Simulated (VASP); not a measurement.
Ge: single point with PBE

The system is Ge.

```
CELL_PARAMETERS angstrom
4.11903 0.00000 0.00000
-2.05951 3.56718 0.00000
0.00000 0.00000 6.63230
ATOMIC_POSITIONS crystal
Ge 0.66667 0.33333 0.06279
Ge 0.33333 0.66667 0.56279
Ge 0.66667 0.33333 0.43721
Ge 0.33333 0.66667 0.93721
```

This cell differs from its parent crystal: biaxial strain in the a-b plane: +1.5 %.

```yaml
Program: VASP 6.6.1
Task: single point
Functional: PBE
Potentials_or_basis: VASP PAW PBE potentials, release 64 (Ge_d)
Cutoff: 520 eV
k_mesh: 12 × 12 × 8
Occupations: gaussian, width 0.1 eV
Spin: no spin polarisation
```

```
Pressure               : -1.2 GPa
Largest force          : 0.203 eV/Å
Band gap on the k mesh : zero (band 28 reaches 4.36 eV, above the bottom of band 29 at 4.12 eV)
```

Forces on the atoms (eV/Å):
```
Ge   0.000  0.000 -0.203
Ge   0.000  0.000 -0.203
Ge   0.000  0.000  0.203
Ge   0.000  0.000  0.203
```

Stress tensor (GPa, compression positive):
```
-2.38  0.00  0.00
 0.00 -2.38  0.00
 0.00  0.00  1.28
```

Levels at points of the mesh, in eV from the Fermi level:
```
           k point  band 24  band 25  band 26  band 27  band 28  band 29  band 30  band 31  band 32  band 33
(0.00, 0.00, 0.00)    -1.49    -1.49    -0.55    -0.44    -0.13     0.12     0.12     2.14     2.14     2.95
(0.50, 0.00, 0.00)    -6.50    -4.28    -2.91    -2.61    -1.29     0.51     1.54     3.58     3.62     4.48
(0.00, 0.00, 0.50)    -4.68    -0.87    -0.87    -0.87    -0.87     0.37     0.37     3.25     3.25     3.25
(0.50, 0.00, 0.50)    -7.60    -2.31    -2.31    -2.26    -2.26     0.52     0.52     2.23     2.23     5.92
```

Run time: 3 min on 1 thread of Intel(R) Xeon(R) Platinum 8488C (Sapphire Rapids) (shared host), peak memory 0.37 GiB.

Caveat: the cell differs from its parent crystal (biaxial strain in the a-b plane: +1.5 %).
